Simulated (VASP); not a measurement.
# P in VASP: a series of runs

The runs below take P through single point, relaxation of cell and atoms, with PBE.

All numbers are computed with VASP 6.6.1; they aren't measurements. Logs are shortened: lines on timing, memory, paths and dates and some standing lists are left out, and cuts for length are marked.

## 1. The cell of the first run

Symmetry: Pm-3m, No. 221, cubic system. Conventional cell: a = 2.444 Å, b = 2.444 Å, c = 2.444 Å, α = 90.00°, β = 90.00°, γ = 90.00°. Within 3.2 Å of P (site symmetry m-3m) lie 6 P at 2.44 Å.

The cell was generated, and may not be a known phase.

## 2. Single point, PBE

The input, INCAR:

```
SYSTEM = P
ALGO     = Fast           ! electronic algorithm
EDIFF    = 1E-6           ! SCF threshold, eV
ENCUT    = 520            ! plane-wave cutoff, eV
GGA      = PE             ! functional
ISIF     = 2              ! what is computed and relaxed
ISMEAR   = 0              ! smearing method
LASPH    = .True.         ! aspherical terms in the spheres
LCHARG   = .False.        ! write CHGCAR
LREAL    = .False.        ! projectors in reciprocal space
LWAVE    = .False.        ! write WAVECAR
NBANDS   = 8              ! bands
NELM     = 60             ! most SCF steps
PREC     = Accurate       ! precision mode
SIGMA    = 0.1            ! smearing width, eV
```

The input, KPOINTS:

```
k-points
0
Gamma
  22 22 22
  0 0 0
```

The input, POSCAR:

```
P
1.0
    2.4444646296      0.0000000000      0.0000000000
    0.0000000000      2.4444646296      0.0000000000
    0.0000000000      0.0000000000      2.4444646296
P
1
Direct
    0.0000000000      0.0000000000      0.0000000000
```

Potentials or basis: VASP PAW PBE potentials, release 64 (P).

The run is started by

```bash
> cat potpaw_PBE.64/P/POTCAR > POTCAR
> mpirun -np 1 vasp_std > vasp.out
```

OUTCAR:

```text
SYSTEM = P
   EDIFF = 1E-6
   ENCUT = 520
   GGA = PE
   ISIF = 2
   ISMEAR = 0
   LASPH = .True.
   LREAL = .False.
   NELM = 60
   PREC = Accurate

 ion  position               nearest neighbor table
   1  0.000  0.000  0.000-

  LATTYP: Found a simple cubic cell.
 ALAT       =     2.4444646296

  Lattice vectors:

 A1 = (   2.4444646296,   0.0000000000,   0.0000000000)
 A2 = (   0.0000000000,   2.4444646296,   0.0000000000)
 A3 = (   0.0000000000,   0.0000000000,   2.4444646296)

Analysis of symmetry for initial positions (statically):
=====================================================================
 Subroutine PRICEL returns:
 Original cell was already a primitive cell.

 Routine SETGRP: Setting up the symmetry group for a
 simple cubic supercell.

 Subroutine GETGRP returns: Found 48 space group operations
 (whereof 48 operations were pure point group operations)
 out of a pool of 48 trial point group operations.

The static configuration has the point symmetry O_h .

Analysis of symmetry for dynamics (positions and initial velocities):
=====================================================================
 Subroutine PRICEL returns:
 Original cell was already a primitive cell.

 Routine SETGRP: Setting up the symmetry group for a
 simple cubic supercell.

 Subroutine GETGRP returns: Found 48 space group operations
 (whereof 48 operations were pure point group operations)
 out of a pool of 48 trial point group operations.

The dynamic configuration has the point symmetry O_h .

 Subroutine INISYM returns: Found 48 space group operations
 (whereof 48 operations are pure point group operations),
 and found     1 'primitive' translations

----------------------------------------------------------------------------------------

                                     Primitive cell

  volume of cell :      14.6067

  direct lattice vectors                    reciprocal lattice vectors
     2.444464630  0.000000000  0.000000000     0.409087531  0.000000000  0.000000000
     0.000000000  2.444464630  0.000000000     0.000000000  0.409087531  0.000000000
     0.000000000  0.000000000  2.444464630     0.000000000  0.000000000  0.409087531

  length of vectors
     2.444464630  2.444464630  2.444464630     0.409087531  0.409087531  0.409087531

  position of ions in fractional coordinates (direct lattice)
     0.000000000  0.000000000  0.000000000

  ion indices of the primitive-cell ions
   primitive index   ion index
                 1           1

----------------------------------------------------------------------------------------

 KPOINTS: k-points

Automatic generation of k-mesh.
 Grid dimensions read from file:
 generate k-points for:   22   22   22

 Generating k-lattice:

  Cartesian coordinates                     Fractional coordinates (reciprocal lattice)
     0.018594888  0.000000000  0.000000000     0.045454545  0.000000000  0.000000000
     0.000000000  0.018594888  0.000000000     0.000000000  0.045454545  0.000000000
     0.000000000  0.000000000  0.018594888     0.000000000  0.000000000  0.045454545

  Length of vectors
     0.018594888  0.018594888  0.018594888

  Shift w.r.t. Gamma in fractional coordinates (k-lattice)
     0.000000000  0.000000000  0.000000000

 Subroutine IBZKPT returns following result:
 ===========================================

 Found    364 irreducible k-points:

 Following reciprocal coordinates:
            Coordinates               Weight
  0.000000  0.000000  0.000000      1.000000
  0.045455  0.000000  0.000000      6.000000
  0.090909  0.000000  0.000000      6.000000
  0.136364  0.000000  0.000000      6.000000
  0.181818  0.000000  0.000000      6.000000
  0.227273  0.000000  0.000000      6.000000
[... 16 lines left out ...]
  0.500000  0.045455  0.000000     12.000000
  0.090909  0.090909  0.000000     12.000000
 [... further k-points ...]
   k-points           NKPTS =    364   k-points in BZ     NKDIM =    364   number of bands    NBANDS=      8
   number of dos      NEDOS =    301   number of ions     NIONS =      1
   total plane-waves  NPLWV =   5832
   dimension x,y,z NGX =    18 NGY =   18 NGZ =   18
   dimension x,y,z NGXF=    36 NGYF=   36 NGZF=   36
   ions per type =               1
   NGX,Y,Z   is equivalent  to a cutoff of  12.24, 12.24, 12.24 a.u.
   NGXF,Y,Z  is equivalent  to a cutoff of  24.48, 24.48, 24.48 a.u.
 SYSTEM =  P
   PREC   = accura    normal or accurate (medium, high low for compatibility)
   ISTART =      0    job   : 0-new  1-cont  2-samecut
   ICHARG =      2    charge: 1-file 2-atom 10-const
   ISPIN  =      1    spin polarized calculation?
   LNONCOLLINEAR =      F non collinear calculations
   LSORBIT =      F    spin-orbit coupling
   LASPH  =      T    aspherical Exc in radial PAW
   ENCUT  =  520.0 eV  38.22 Ry    6.18 a.u.   4.55  4.55  4.55*2*pi/ulx,y,z
   NELM   =     60;   NELMIN=  2; NELMDL= -5     # of ELM steps
   EDIFF  = 0.1E-05   stopping-criterion for ELM
   LREAL  =      F    real-space projection
   EDIFFG = 0.1E-04   stopping-criterion for IOM
   NSW    =      0    number of steps for IOM
   IBRION =     -1    ionic relax: 0-MD 1-quasi-New 2-CG
   NFREE  =      0    steps in history (QN), initial steepest desc. (CG)
   ISIF   =      2    stress and relaxation
   ISYM   =      2    0-nonsym 1-usesym 2-fastsym
   POTIM  = 0.5000    time-step for ionic-motion
   TEBEG  =    0.0;   TEEND  =   0.0 temperature during run
   PSTRESS=    0.0 pullay stress
   NELECT =       5.0000    total number of electrons
   NUPDOWN=      -1.0000    fix difference up-down
   EMIN   =  10.00;   EMAX   =-10.00  energy-range for DOS
   EFERMI =   0.00;   METHOD = LEGACY
   ISMEAR =     0;   SIGMA  =   0.10  broadening in eV -4-tet -1-fermi 0-gaus
   EFERMI_NEDOS =   21; number of points for ismear=-14 and -15
   IALGO  =     68    algorithm
   IMIX   =      4    mixing-type and parameters
     AMIX     =   0.40;   BMIX     =  1.00
     AMIX_MAG =   1.60;   BMIX_MAG =  1.00
  volume/ion in A,a.u.               =      14.61        98.57
  Fermi-wavevector in a.u.,A,eV,Ry     =   1.145199  2.164113 17.843788  1.311481
  Thomas-Fermi vector in A             =   2.281889
   LORBIT       =      0    0 simple, 1 ext, 2 COOP (PROOUT), +10 PAW based schemes
   GGA     = PE    functional components
   LHFCALC =     F    Hartree Fock is set to
   AEXX    =    0.0000 exact exchange contribution
   IVDW    =     0    specifies the selected vdW correction
   LEPSILON=     F    determine dielectric tensor
   LRPA    =     F    only Hartree local field effects (RPA)
 non-spin polarized calculation
 RMM-DIIS sequential band-by-band and
 Gauss-broadening in eV      SIGMA  =   0.10
  energy-cutoff  :      520.00
  volume of cell :       14.61
 maximum number of plane-waves:       406
   NGX =  9   NGY =  9   NGZ =  9

 number of electron       4.9999999 magnetization

 Free energy of the ion-electron system (eV)
  ---------------------------------------------------
  ext. energy  EPLUGINS =         0.00000000
  ---------------------------------------------------
  free energy    TOTEN  =        -5.27564658 eV

  energy without entropy =       -5.27446395  energy(sigma->0) =       -5.27505526

 E-fermi :   9.5607     XC(G=0): -11.2650

 val. band max:        9.5360840543   @ k =   0.4545   0.2727   0.2727
 cond. band min:       9.6115585711   @ k =   0.3182   0.2273   0.1364
 fundamental gap:      0.0754745168
 Fermi energy:         9.5606938266

 k-point     1 :       0.0000    0.0000    0.0000
  band No.  band energies     occupation
      1      -6.8703      2.00000
      2      14.5989      0.00000
      3      14.5989      0.00000
      4      14.5989      0.00000
      5      16.4071      0.00000
      6      16.4071      0.00000
      7      23.8435      0.00000
      8      33.9806      0.00000

 k-point     2 :       0.0455    0.0000    0.0000
  band No.  band energies     occupation
      1      -6.8232      2.00000
      2      13.5852      0.00000
      3      14.6359      0.00000
      4      14.6359      0.00000
      5      16.4447      0.00000
      6      17.3650      0.00000
      7      24.0040      0.00000
      8      33.6064      0.00000

 k-point     3 :       0.0909    0.0000    0.0000
  band No.  band energies     occupation
      1      -6.6823      2.00000
      2      12.0024      0.00000
      3      14.7465      0.00000
      4      14.7465      0.00000
      5      16.5564      0.00000
      6      18.7549      0.00000
      7      24.5058      0.00000
      8      32.6567      0.00000

 k-point     4 :       0.1364    0.0000    0.0000
  band No.  band energies     occupation
      1      -6.4484      2.00000
      2      10.3811      0.00000
      3      14.9287      0.00000
      4      14.9287      0.00000
      5      16.7392      0.00000
      6      19.9967      0.00000
      7      25.3791      0.00000
      8      31.4322      0.00000

 k-point     5 :       0.1818    0.0000    0.0000
  band No.  band energies     occupation
      1      -6.1232      2.00000
      2       8.7927      2.00000
      3      15.1789      0.00000
      4      15.1789      0.00000
      5      16.9872      0.00000
      6      21.0188      0.00000
      7      26.5792      0.00000
      8      30.1187      0.00000
[... 177 lines left out ...]
 k-point    22 :       0.4545    0.0455    0.0000
  band No.  band energies     occupation
      1      -2.7646      2.00000
      2       1.3390      2.00000
      3      16.4269      0.00000
      4      17.3378      0.00000
      5      19.6537      0.00000
      6      23.1719      0.00000
      7      24.1731      0.00000
      8      26.3647      0.00000

 k-point    23 :       0.5000    0.0455    0.0000
  band No.  band energies     occupation
      1      -2.5187      2.00000
      2       1.0044      2.00000
      3      16.5288      0.00000
      4      17.4388      0.00000
      5      19.7378      0.00000
      6      23.0017      0.00000
      7      23.9874      0.00000
      8      26.8959      0.00000

 k-point    24 :       0.0909    0.0909    0.0000
  band No.  band energies     occupation
      1      -6.4944      2.00000
      2      11.7468      0.00000
      3      12.6765      0.00000
      4      14.8938      0.00000
      5      17.8913      0.00000
      6      19.9269      0.00000
      7      24.9886      0.00000
      8      31.2418      0.00000

 [... further k-points ...]

------------------------ aborting loop because EDIFF is reached ----------------------------------------

  FORCE on cell =-STRESS in cart. coord.  units (eV):
  Direction    XX          YY          ZZ          XY          YZ          ZX
  --------------------------------------------------------------------------------------
  -------------------------------------------------------------------------------------
  Total       -0.0254259     -0.0254259     -0.0254259      0.0000000     -0.0000000      0.0000000
  in kB       -2.7889125     -2.7889125     -2.7889125      0.0000000     -0.0000000      0.0000000
  external PRESSURE =      -2.7889125 kB  Pullay stress =       0.0000000 kB

 VOLUME and BASIS-vectors are now :
 -----------------------------------------------------------------------------
  energy-cutoff  :      520.00
  volume of cell :       14.61
      direct lattice vectors                 reciprocal lattice vectors
     2.444464630  0.000000000  0.000000000     0.409087531  0.000000000  0.000000000
     0.000000000  2.444464630  0.000000000     0.000000000  0.409087531  0.000000000
     0.000000000  0.000000000  2.444464630     0.000000000  0.000000000  0.409087531

 POSITION                                       TOTAL-FORCE (eV/Angst)
 -----------------------------------------------------------------------------------
      0.00000      0.00000      0.00000         0.000000      0.000000      0.000000
 -----------------------------------------------------------------------------------
    total drift:                                0.000000     -0.000000      0.000000

  FREE ENERGIE OF THE ION-ELECTRON SYSTEM (eV)
  ---------------------------------------------------
  free  energy   TOTEN  =        -5.2756465802 eV

  energy  without entropy=       -5.2744639473  energy(sigma->0) =       -5.27505526
```

Run time: 40 s. Hardware: 1 thread of AMD EPYC 9755, shared host; peak memory 0.1 GiB.

What came out:

| Property | Result |
| --- | --- |
| Free energy | -5.2756 eV |
| Pressure | -0.3 GPa |
| Band gap on the k mesh | zero (an odd number of electrons rules out a gap without spin polarisation) |

Caveat: an odd number of electrons without spin polarisation forces a metal; a magnetic or distorted state may lie lower.

(Continued in part 2 of 2.)

The gap in the log of VASP goes by the Fermi energy; the results here count the filled bands.